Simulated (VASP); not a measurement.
# MgF2 (rutile type) (P4_2/mnm) in VASP: density of states with PBE

Aim: the density of states of MgF2 (rutile type) with PBE.

Program: VASP 6.6.1. These are calculated values, not measurements. Logs are shortened: lines on timing, memory, paths and dates and some standing lists are left out, and cuts for length are marked.

## Step 1: The cell of the first run

Symmetry: P4_2/mnm, No. 136, tetragonal system. The conventional cell has a = 4.697 Å, b = 4.697 Å, c = 3.093 Å, α = 90.00°, β = 90.00°, γ = 90.00°. Within 2.7 Å of Mg (site symmetry mmm) lie 6 F at 2.02 Å. F (site symmetry m2m) has 3 Mg at 2.02 Å and 1 F at 2.61 Å within 2.7 Å.

## Step 2: Density of states, PBE

POSCAR reads:

```
MgF2
1.0
    4.6973499406      0.0000000000      0.0000000000
    0.0000000000      4.6973499406      0.0000000000
    0.0000000000      0.0000000000      3.0932707886
Mg F
2 4
Direct
    0.0000000000      0.0000000000      0.0000000000
    0.5000000000      0.5000000000      0.5000000000
    0.3035709056      0.3035709056      0.0000000000
    0.6964290944      0.6964290944      0.0000000000
    0.8035709056      0.1964290944      0.5000000000
    0.1964290944      0.8035709056      0.5000000000
```

INCAR.step1 reads:

```
SYSTEM = MgF2
PREC = Accurate
ENCUT = 520
EDIFF = 1E-6
ISMEAR = -1
SIGMA = 0.1
LREAL = .FALSE.
LASPH = .TRUE.
NELM = 120
ALGO = Normal
ISIF = 2
LWAVE = .FALSE.
LCHARG = .TRUE.
GGA = PE
NBANDS = 25
GGA_COMPAT = .FALSE.
NEDOS = 2001
LORBIT = 11
```

KPOINTS.step1 reads:

```
Automatic mesh
0
G
  7 7 10
  0 0 0
```

INCAR.step2 reads:

```
SYSTEM = MgF2
PREC = Accurate
ENCUT = 520
EDIFF = 1E-6
ISMEAR = -5
SIGMA = 0.1
LREAL = .FALSE.
LASPH = .TRUE.
NELM = 120
ALGO = Normal
ISIF = 2
LWAVE = .FALSE.
LCHARG = .FALSE.
GGA = PE
LORBIT = 10
NEDOS = 2001
ICHARG = 11
GGA_COMPAT = .FALSE.
```

KPOINTS.step2 reads:

```
Automatic mesh
0
G
  11 11 15
  0 0 0
```

Potentials or basis: VASP PAW PBE potentials, release 64 (Mg, F).

Run with:

```console
> cat potpaw_PBE.64/Mg/POTCAR potpaw_PBE.64/F/POTCAR > POTCAR
> cp INCAR.step1 INCAR
> cp KPOINTS.step1 KPOINTS
> mpirun -np 1 vasp_std > vasp.out
> cp INCAR.step2 INCAR
> cp KPOINTS.step2 KPOINTS
> mpirun -np 1 vasp_std > vasp.out
```

OUTCAR:

```text
SYSTEM = MgF2
   PREC = Accurate
   ENCUT = 520
   EDIFF = 1E-6
   ISMEAR = -5
   LREAL = .FALSE.
   LASPH = .TRUE.
   NELM = 120
   ISIF = 2
   GGA = PE
   LORBIT = 10
   ICHARG = 11

 ion  position               nearest neighbor table
   1  0.000  0.000  0.000-   3 2.02   4 2.02   5 2.02   6 2.02   5 2.02   6 2.02
   2  0.500  0.500  0.500-   5 2.02   6 2.02   3 2.02   4 2.02   3 2.02   4 2.02
   3  0.304  0.304  0.000-   1 2.02   2 2.02   2 2.02
   4  0.696  0.696  0.000-   1 2.02   2 2.02   2 2.02
   5  0.804  0.196  0.500-   2 2.02   1 2.02   1 2.02
   6  0.196  0.804  0.500-   2 2.02   1 2.02   1 2.02

  LATTYP: Found a simple tetragonal cell.
 ALAT       =     4.6973499406
 C/A-ratio  =     0.6585140191

  Lattice vectors:

 A1 = (   4.6973499406,   0.0000000000,   0.0000000000)
 A2 = (   0.0000000000,   4.6973499406,   0.0000000000)
 A3 = (   0.0000000000,   0.0000000000,   3.0932707886)

Analysis of symmetry for initial positions (statically):
=====================================================================
 Subroutine PRICEL returns:
 Original cell was already a primitive cell.

 Routine SETGRP: Setting up the symmetry group for a
 simple tetragonal supercell.

 Subroutine GETGRP returns: Found 16 space group operations
 (whereof  8 operations were pure point group operations)
 out of a pool of 16 trial point group operations.

The static configuration has the point symmetry D_2h.
 The point group associated with its full space group is D_4h.

Analysis of symmetry for dynamics (positions and initial velocities):
=====================================================================
 Subroutine PRICEL returns:
 Original cell was already a primitive cell.

 Routine SETGRP: Setting up the symmetry group for a
 simple tetragonal supercell.

 Subroutine GETGRP returns: Found 16 space group operations
 (whereof  8 operations were pure point group operations)
 out of a pool of 16 trial point group operations.

The dynamic configuration has the point symmetry D_2h.
 The point group associated with its full space group is D_4h.

 Subroutine INISYM returns: Found 16 space group operations
 (whereof  8 operations are pure point group operations),
 and found     1 'primitive' translations

----------------------------------------------------------------------------------------

                                     Primitive cell

[... 106 lines left out ...]
   ISIF   =      2    stress and relaxation
   ISYM   =      2    0-nonsym 1-usesym 2-fastsym
   POTIM  = 0.5000    time-step for ionic-motion
   TEBEG  =    0.0;   TEEND  =   0.0 temperature during run
   PSTRESS=    0.0 pullay stress
   NELECT =      32.0000    total number of electrons
   NUPDOWN=      -1.0000    fix difference up-down
   EMIN   =  10.00;   EMAX   =-10.00  energy-range for DOS
   EFERMI =   0.00;   METHOD = LEGACY
   ISMEAR =    -5;   SIGMA  =   0.10  broadening in eV -4-tet -1-fermi 0-gaus
   EFERMI_NEDOS =   21; number of points for ismear=-14 and -15
   IALGO  =     38    algorithm
   IMIX   =      4    mixing-type and parameters
     AMIX     =   0.40;   BMIX     =  1.00
     AMIX_MAG =   1.60;   BMIX_MAG =  1.00
  volume/ion in A,a.u.               =      11.38        76.77
  Fermi-wavevector in a.u.,A,eV,Ry     =   1.271794  2.403343 22.006892  1.617461
  Thomas-Fermi vector in A             =   2.404708
   LORBIT       =     10    0 simple, 1 ext, 2 COOP (PROOUT), +10 PAW based schemes
   GGA     = PE    functional components
   LHFCALC =     F    Hartree Fock is set to
   AEXX    =    0.0000 exact exchange contribution
   IVDW    =     0    specifies the selected vdW correction
   LEPSILON=     F    determine dielectric tensor
   LRPA    =     F    only Hartree local field effects (RPA)
 non-spin polarized calculation
 Fermi weights with tetrahedron method with Bloechl corrections
  energy-cutoff  :      520.00
  volume of cell :       68.25
 maximum number of plane-waves:      1871
 NGX is ok and might be reduce to    36

 number of electron      32.0000007 magnetization

 Free energy of the ion-electron system (eV)
  ---------------------------------------------------
  ext. energy  EPLUGINS =         0.00000000
  ---------------------------------------------------
  free energy    TOTEN  =       -31.54302903 eV

  energy without entropy =      -31.54302903  energy(sigma->0) =      -31.54302903

 E-fermi :  -1.4622     XC(G=0):  -9.5163

 val. band max:       -1.4753026268   @ k =   0.0000   0.0000   0.0000
 cond. band min:       5.3193979310   @ k =   0.0000   0.0000   0.0000
 fundamental gap:      6.7947005578
 Fermi energy:        -1.4621573008

 k-point     1 :       0.0000    0.0000    0.0000
  band No.  band energies     occupation
      1     -22.0630      2.00000
      2     -21.3390      2.00000
      3     -21.3390      2.00000
      4     -21.2600      2.00000
      5      -5.3848      2.00000
      6      -3.7949      2.00000
[... 541 lines left out ...]
     19      10.7856      0.00000
     20      12.1355      0.00000

 [... further k-points ...]
[... 5 lines left out ...]
  --------------------------------------------------------------------------------------
  -------------------------------------------------------------------------------------
  Total       -0.3308146     -0.3308146     -0.3798946     -0.0000000      0.0000000      0.0000000
  in kB       -7.7655367     -7.7655367     -8.9176390     -0.0000000      0.0000000      0.0000000
  external PRESSURE =      -8.1495708 kB  Pullay stress =       0.0000000 kB

 VOLUME and BASIS-vectors are now :
 -----------------------------------------------------------------------------
  energy-cutoff  :      520.00
  volume of cell :       68.25
      direct lattice vectors                 reciprocal lattice vectors
     4.697349941  0.000000000  0.000000000     0.212885992  0.000000000  0.000000000
     0.000000000  4.697349941  0.000000000     0.000000000  0.212885992  0.000000000
     0.000000000  0.000000000  3.093270789     0.000000000  0.000000000  0.323282399

 POSITION                                       TOTAL-FORCE (eV/Angst)
 -----------------------------------------------------------------------------------
      0.00000      0.00000      0.00000        -0.000000      0.000000      0.000000
      2.34867      2.34867      1.54664        -0.000000      0.000000      0.000000
      1.42598      1.42598      0.00000         0.000776      0.000776     -0.000000
      3.27137      3.27137      0.00000        -0.000776     -0.000776      0.000000
      3.77465      0.92270      1.54664         0.000776     -0.000776      0.000000
      0.92270      3.77465      1.54664        -0.000776      0.000776     -0.000000
 -----------------------------------------------------------------------------------
    total drift:                                0.000000      0.000000     -0.000000

  FREE ENERGIE OF THE ION-ELECTRON SYSTEM (eV)
  ---------------------------------------------------
  free  energy   TOTEN  =       -31.5430290321 eV

  energy  without entropy=      -31.5430290321  energy(sigma->0) =      -31.54302903

 total charge

# of ion       s       p       d       tot
------------------------------------------
    1        0.118   0.145   0.069   0.332
    2        0.118   0.145   0.069   0.332
    3        1.730   4.420   0.000   6.150
    4        1.730   4.420   0.000   6.150
    5        1.730   4.420   0.000   6.150
    6        1.730   4.420   0.000   6.150
--------------------------------------------------
tot          7.158  17.971   0.138  25.267
```

It took 2.4 min on 1 thread of AMD EPYC 7R43 (Zen 3), shared host; peak memory 0.27 GiB.

Results:

| Item | Value |
| --- | --- |
| Valence electrons inside the program's atomic spheres | Mg 0.33; F 6.15 |

Levels at points of the mesh, in eV from the valence-band top:
```
           k point  band 14  band 15  band 16  band 17  band 18  band 19
(0.00, 0.00, 0.00)    -0.31    -0.31     0.00     6.79    11.96    11.96
```
